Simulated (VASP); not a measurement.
Ca4Au: single point with PBE

Ca4Au:

```
Ca Au
1.0
     5.79914    0.00000    0.00000
     0.00000    5.79914    0.00000
     0.00000    0.00000    5.79914
Ca Au
4 1
Direct
  0.50000 0.00000 0.00000
  0.00000 0.50000 0.00000
  0.00000 0.00000 0.50000
  0.50000 0.50000 0.50000
  0.00000 0.00000 0.00000
```

The cell was built from a structure type or drawn by symmetry, and may not be a known phase.

```json
{
 "Program": "VASP 6.6.1",
 "Task": "single point",
 "Functional": "PBE",
 "Potentials or basis": "VASP PAW PBE potentials, release 64 (Ca_sv, Au)",
 "Cutoff": "520 eV",
 "k mesh": "4 × 4 × 4",
 "Occupations": "gaussian, width 0.1 eV",
 "Spin": "no spin polarisation"
}
```

```
Pressure               : 0.1 GPa
Band gap on the k mesh : zero (an odd number of electrons rules out a gap without spin polarisation)
```

Levels at points of the mesh, in eV from the Fermi level:
| k point | band 23 | band 24 | band 25 | band 26 | band 27 | band 28 |
| --- | --- | --- | --- | --- | --- | --- |
| (0.00, 0.00, 0.00) | -2.24 | -0.32 | -0.32 | 0.14 | 0.14 | 0.14 |
| (0.50, 0.00, 0.00) | -2.81 | -0.85 | 0.02 | 0.02 | 0.20 | 0.96 |
| (0.50, 0.50, 0.00) | -1.90 | -1.90 | -1.42 | 0.15 | 0.64 | 0.92 |
| (0.50, 0.50, 0.50) | -1.55 | -1.55 | -1.55 | -1.02 | -0.10 | -0.10 |

Wall time 46 s on 1 thread of Intel(R) Xeon(R) 6975P-C (Granite Rapids), with other jobs on the host, peak memory 0.33 GiB.

Caveat: spin-orbit coupling is left out, which moves the levels of the heavy elements.
